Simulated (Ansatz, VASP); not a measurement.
**Se: VASP beside Ansatz**

File INCAR:

```
SYSTEM = Se
ALGO = Normal
EDIFF = 1E-7
ENCUT = 520
GGA = PE
ISIF = 2
ISMEAR = -1
LASPH = .True.
LCHARG = .False.
LREAL = .False.
LWAVE = .False.
NBANDS = 16
NELM = 80
PREC = Accurate
SIGMA = 0.05
```

Contents of KPOINTS:

```
k-points
0
Gamma
  3 3 2
  0 0 0
```

The input POSCAR:

```
Se
1.0
    4.5203796332      0.0000000000      0.0000000000
   -2.2601898166      3.9147635971      0.0000000000
    0.0000000000      0.0000000000      5.0453124951
Se
3
Direct
    0.2189274285      0.0000000000      0.3333333333
    1.0000000000      0.2189274285      0.6666666667
    0.7810725715      0.7810725715      0.0000000000
```

Input for Ansatz:

```yaml
crystal:
  lattice:
    - [4.5203796332, 0.0, 0.0]
    - [-2.2601898166, 3.9147635971, 0.0]
    - [0.0, 0.0, 5.0453124951]
  atoms:
    - { symbol: Se, position: [0.2189274285, 0.0, 0.3333333333] }
    - { symbol: Se, position: [1.0, 0.2189274285, 0.6666666667] }
    - { symbol: Se, position: [0.7810725715, 0.7810725715, 0.0] }
hamiltonian:
  xc: pbe
  pseudopotentials:
    kind: paw
    azcp:
      Se: "pseudopotentials/Se.paw.azcp"
basis:
  ecutwfc: 420
  fft_grid_basis: typed
kpoints:
  mp_grid: { grid: [3, 3, 2], shift: [0, 0, 0] }
magnetization:
  spin_polarized: false
scf:
  occupations: { method: fermi_dirac, width: 0.05 }
  lower_state_search: "off"
output:
  stress: true
```

Alike in both runs: task single point; functional PBE; k mesh 3 × 3 × 2; occupations fermi-dirac, width 0.05 eV; no spin polarisation.

|  | VASP | Ansatz |
| --- | --- | --- |
| version | VASP 6.6.1 | Ansatz 0.2.0 |
| potentials or method | VASP PAW PBE potentials, release 64 (Se), cutoff 520 eV | plane waves (420 eV) with PAW, scalar-relativistic |
| valence electrons in the cell | 18 | 48 |

|  | VASP | Ansatz | Ansatz less VASP |
| --- | --- | --- | --- |
| pressure (GPa) | 0.4 | 0.3 | -0.10 |
| traceless stress, the component that is largest in VASP (GPa) | 0.15 | 0.11 | -0.039 |

VASP's potentials hold 18 valence electrons a cell and Ansatz's 48, so a difference there can come from the potentials and not from the codes.

The k mesh is coarse, so the values compare programs but aren't converged.
